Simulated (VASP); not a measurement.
# CuSi24O48 (a cell with a defect) in VASP: notebook, part 2 of 2

VASP 6.6.1. Earlier steps stand in the parts before.

### Step 3. Single point, r2SCAN

Input file POSCAR:

```
CuSi24O48
1.0
   10.0416380600      0.0000000000      0.0000000000
   -5.0208190300      8.6963136500      0.0000000000
    0.0000000000      0.0000000000     11.0185484200
Si O Cu
24 48 1
Direct
   -0.0041816800      0.2367904100      0.1678948900
    0.2538081300      0.2586362200      0.0018631100
    0.2522091800      0.0017395700      0.3319935600
    0.0038041700      0.2407348600      0.6655087100
    0.2786063600      0.2763607800      0.5032597000
    0.2353422300      0.0032338300      0.8312283500
    0.0037727900      0.7442172600      0.1686065700
    0.2596207700      0.7649247300     -0.0024011400
    0.2386316200      0.4996831200      0.3308374300
   -0.0041579200      0.7402870900      0.6647822200
    0.2599766700      0.7591190800      0.5007513700
    0.2322752000      0.5001677800      0.8376006400
    0.5036250500      0.2414983700      0.1604776500
    0.7674195900      0.2677996300     -0.0042031800
    0.7210016100     -0.0024009500      0.3301382900
    0.5056180500      0.2430549600      0.6718169100
    0.7610030800      0.2608743900      0.5026256900
    0.7457975200      0.0046608500      0.8315636300
    0.4939989600      0.7372561900      0.1616227800
    0.7642752400      0.7677310800      0.0022115100
    0.7396292600      0.4989516800      0.3326941500
    0.4960438600      0.7377213500      0.6729632100
    0.7474753200      0.7494089500      0.5014059000
    0.7399422300      0.5051594500      0.8358002500
    0.0770077200      0.3643594500      0.2752519300
    0.3055698800      0.4272643600      0.4308207400
    0.1199319200      0.1984094000      0.1061823500
    0.2190516700      0.1313502400      0.4021917900
    0.4142178200      0.2907269400      0.0638127000
    0.3830614400      0.0832515700      0.2304567500
    0.0770653100      0.3751018600      0.7672035200
    0.2797660300      0.4182433700      0.9429355000
    0.1398414000      0.2181926100      0.6024119500
    0.2017772900      0.1290486900      0.8958775500
    0.4359265600      0.3037868200      0.5641679100
    0.3698915600      0.0838759100      0.7288625600
    0.0874188600      0.8819527400      0.2706023800
    0.3013174600      0.9211548700      0.4353355900
    0.1321826300      0.7144722700      0.1054068500
    0.2083859000      0.6260524300      0.3979244500
    0.4208437500      0.7947581600      0.0566129200
    0.3641956000      0.5768329600      0.2223591900
    0.0776988400      0.8763503700      0.7646594300
    0.2893329700      0.9229846300      0.9333351700
    0.1194814500      0.7076078200      0.5962025800
    0.1981195300      0.6281079700      0.8970515800
    0.4142644700      0.7900196600      0.5712745400
    0.3724554200      0.5803002800      0.7399856900
    0.5853387500      0.3756073600      0.2621468400
    0.7912106000      0.4174409000      0.4354960500
    0.6272687400      0.2077641400      0.0934443300
    0.6940381900      0.1214547900      0.4027138900
    0.9226482600      0.2980069800      0.0662052300
    0.8596991100      0.0782359600      0.2309395300
    0.5787022000      0.3737545400      0.7767993800
    0.8015151600      0.4298531800      0.9362898400
    0.6354940000      0.2124967200      0.6111494300
    0.7199139700      0.1383524500      0.8904964200
    0.9226554100      0.2872085200      0.5581798000
    0.8796234100      0.0782558700      0.7271968900
    0.5636605400      0.8677401800      0.2692235800
    0.7806427200      0.9121277900      0.4311267500
    0.6297653900      0.7138474000      0.1046070400
    0.6982656500      0.6196071000      0.3981479400
    0.9219310900      0.7984662000      0.0687438200
    0.8801192300      0.5879646400      0.2372497200
    0.5853457500      0.8763735700      0.7696336900
    0.7978297900      0.9270975400      0.9375416400
    0.6167164200      0.7001744000      0.6030110500
    0.7102261900      0.6334704000      0.9001058100
    0.9123210200      0.7944636000      0.5627398600
    0.8673072100      0.5821567700      0.7279359500
   -0.0001460700      0.0263407800      0.4166917300
```

Input file INCAR.step1:

```
PREC     = Accurate       # precision mode
ENCUT    = 580            # plane-wave cutoff, eV
ISMEAR   = -1             # smearing method
SIGMA    = 0.01           # smearing width, eV
LREAL    = Auto         
LASPH    = T              # aspherical terms in the spheres
NELM     = 120            # most SCF steps
NELECT   = 394.0        
NBANDS   = 240            # bands
GGA      = PE             # functional
ALGO     = Normal         # electronic algorithm
EDIFF    = 1E-5           # SCF threshold, eV
LWAVE    = T              # write WAVECAR
LCHARG   = F              # write CHGCAR
GGA_COMPAT= F
```

Input file INCAR.step2:

```
PREC     = Accurate       # precision mode
ENCUT    = 580            # plane-wave cutoff, eV
EDIFF    = 1E-6           # SCF threshold, eV
ISMEAR   = -1             # smearing method
SIGMA    = 0.01           # smearing width, eV
LREAL    = Auto         
LASPH    = T              # aspherical terms in the spheres
NELM     = 120            # most SCF steps
ALGO     = Normal         # electronic algorithm
ISIF     = 2              # what is computed and relaxed
LWAVE    = F              # write WAVECAR
LCHARG   = F              # write CHGCAR
METAGGA  = R2SCAN         # meta-GGA
LMIXTAU  = T            
NELECT   = 394.0        
NBANDS   = 240            # bands
ISTART   = 1            
GGA_COMPAT= F
```

Input file KPOINTS:

```
Automatic mesh
0
Gamma
  1 1 1
```

Potentials or basis: VASP PAW PBE potentials, release 64 (Si, O, Cu).

The run is started by

```
> cat potpaw_PBE.64/Si/POTCAR potpaw_PBE.64/O/POTCAR potpaw_PBE.64/Cu/POTCAR > POTCAR
> cp INCAR.step1 INCAR
> mpirun -np 1 vasp_gam > vasp.out
> cp INCAR.step2 INCAR
> mpirun -np 1 vasp_gam > vasp.out
```

OUTCAR:

```text
PREC = Accurate
   ENCUT = 580
   EDIFF = 1E-6
   ISMEAR = -1
   LREAL = Auto
   LASPH = T
   NELM = 120
   ISIF = 2
   METAGGA = R2SCAN
   NELECT = 394.0
   ISTART = 1

 ion  position               nearest neighbor table
   1  0.996  0.237  0.168-  53 1.62  27 1.63  25 1.63  54 1.65   2 3.09  14 3.11   9 3.11
   2  0.254  0.259  0.002-  32 1.62  29 1.63  34 1.63  27 1.64   1 3.09   6 3.11  12 3.12  13 3.13

   3  0.252  0.002  0.332-  30 1.60  38 1.61  37 1.63  28 1.68  73 2.82  11 3.10  13 3.11   7 3.11
[... 618 lines left out ...]
  Total      -36.3221574    -37.4848903    -38.1580824      1.0175887      0.1582887      0.2590702
  in kB      -60.4808763    -62.4169701    -63.5379182      1.6944109      0.2635702      0.4313838
  external PRESSURE =     -62.1452549 kB  Pullay stress =       0.0000000 kB

 VOLUME and BASIS-vectors are now :
 -----------------------------------------------------------------------------
  energy-cutoff  :      580.00
  volume of cell :      962.20
      direct lattice vectors                 reciprocal lattice vectors
    10.041638060  0.000000000  0.000000000     0.099585346  0.057495626  0.000000000
    -5.020819030  8.696313650  0.000000000     0.000000000  0.114991253  0.000000000
     0.000000000  0.000000000 11.018548420     0.000000000  0.000000000  0.090756056

 POSITION                                       TOTAL-FORCE (eV/Angst)
 -----------------------------------------------------------------------------------
      8.81077      2.05920      1.84996         0.005368     -0.032016      0.012442
      1.25008      2.24918      0.02053         0.023475      0.031794     -0.006806
      2.52386      0.01513      3.65809         0.014316      0.061974      0.024728
     -1.17049      2.09351      7.33294         0.026641     -0.019262     -0.014623
      1.41011      2.40332      5.54519         0.075023      0.013820     -0.035479
      2.34699      0.02812      9.15893        -0.033467      0.004229     -0.012191
[... 65 lines left out ...]
      5.78628      5.06262      8.02080        -0.141540      0.199865      0.128643
      9.90792      0.22907      4.59134         0.008113     -0.016678     -0.000609
 -----------------------------------------------------------------------------------
    total drift:                                0.000746     -0.019486      0.002632

  FREE ENERGIE OF THE ION-ELECTRON SYSTEM (eV)
  ---------------------------------------------------
  free  energy   TOTEN  =      -727.5771318865 eV

  energy  without entropy=     -727.5771318865  energy(sigma->0) =     -727.57713189
```

OUTCAR.step1:

```text
PREC = Accurate
   ENCUT = 580
   ISMEAR = -1
   LREAL = Auto
   LASPH = T
   NELM = 120
[... 647 lines left out ...]
      2.34699      0.02812      9.15893        -0.011773      0.000542     -0.009359
[... 65 lines left out ...]
      5.78628      5.06262      8.02080        -0.013138      0.005406      0.014500
      9.90792      0.22907      4.59134        -0.000953     -0.000916     -0.000630
 -----------------------------------------------------------------------------------
    total drift:                               -0.003970     -0.010071      0.003098

  FREE ENERGIE OF THE ION-ELECTRON SYSTEM (eV)
  ---------------------------------------------------
  free  energy   TOTEN  =      -574.5125910136 eV

  energy  without entropy=     -574.5125910136  energy(sigma->0) =     -574.51259101
```

It took 65 min on 1 thread of Intel Xeon 8259CL, shared host; peak memory 1.3 GiB.

What came out:

```
Free energy   : -727.5771 eV
Largest force : 0.301 eV/Å
```

Forces in eV/Å, atoms in the order of the input:
```
Si   0.005 -0.032  0.012
Si   0.023  0.032 -0.007
Si   0.014  0.062  0.025
Si   0.027 -0.019 -0.015
Si   0.075  0.014 -0.035
Si  -0.033  0.004 -0.012
Si   0.021 -0.026  0.011
Si   0.019  0.030  0.004
Si  -0.019  0.006  0.008
Si   0.014 -0.031 -0.010
Si   0.019  0.045 -0.003
Si  -0.030 -0.001 -0.002
Si  -0.001 -0.052  0.027
Si   0.016  0.028  0.003
Si  -0.050 -0.059  0.038
Si   0.013 -0.021 -0.013
Si   0.007  0.017 -0.003
Si  -0.042 -0.005  0.004
Si   0.011 -0.021  0.014
Si   0.013  0.028  0.010
Si  -0.052  0.007  0.003
Si   0.043 -0.026 -0.029
Si  -0.060  0.018 -0.021
Si  -0.033 -0.005 -0.010
O    0.226 -0.026 -0.149
O   -0.190 -0.209 -0.068
O   -0.098  0.252 -0.103
O    0.131 -0.002  0.097
O   -0.069 -0.229  0.101
O   -0.180  0.174  0.100
O    0.252 -0.059 -0.091
O   -0.132 -0.186 -0.136
O   -0.088  0.177 -0.156
O    0.242  0.034  0.122
O   -0.116 -0.234  0.136
O   -0.137  0.194  0.131
O    0.213 -0.025 -0.062
O   -0.191 -0.195 -0.125
O   -0.101  0.224 -0.127
O    0.239  0.041  0.098
O   -0.110 -0.240  0.131
O   -0.137  0.199  0.136
O    0.232 -0.057 -0.101
O   -0.161 -0.189 -0.105
O   -0.064  0.236 -0.074
O    0.268  0.051  0.119
O   -0.076 -0.237  0.091
O   -0.190  0.184  0.088
O    0.245 -0.051 -0.089
O   -0.155 -0.184 -0.100
O   -0.064  0.257 -0.089
O    0.276  0.057  0.062
O   -0.075 -0.248  0.090
O   -0.109  0.165  0.159
O    0.264 -0.022 -0.130
O   -0.176 -0.208 -0.117
O   -0.105  0.218 -0.137
O    0.228  0.021  0.135
O   -0.090 -0.209  0.149
O   -0.169  0.210  0.105
O    0.262 -0.016 -0.134
O   -0.065 -0.116 -0.098
O   -0.100  0.216 -0.132
O    0.265  0.068  0.124
O   -0.067 -0.229  0.101
O   -0.172  0.174  0.073
O    0.235 -0.054 -0.100
O   -0.151 -0.192 -0.121
O   -0.061  0.243 -0.101
O    0.243  0.047  0.107
O   -0.087 -0.198  0.061
O   -0.142  0.200  0.129
Cu   0.008 -0.017 -0.001
```

Caveat: the k points lie up to 0.72 Å⁻¹ apart; the cell carries a net charge on a neutralising background, which shifts energy and pressure; the cell is charged against a uniform background, so pressure and absolute levels hang on convention; the PAW data sets were made with another functional, which shifts forces and pressure a little.
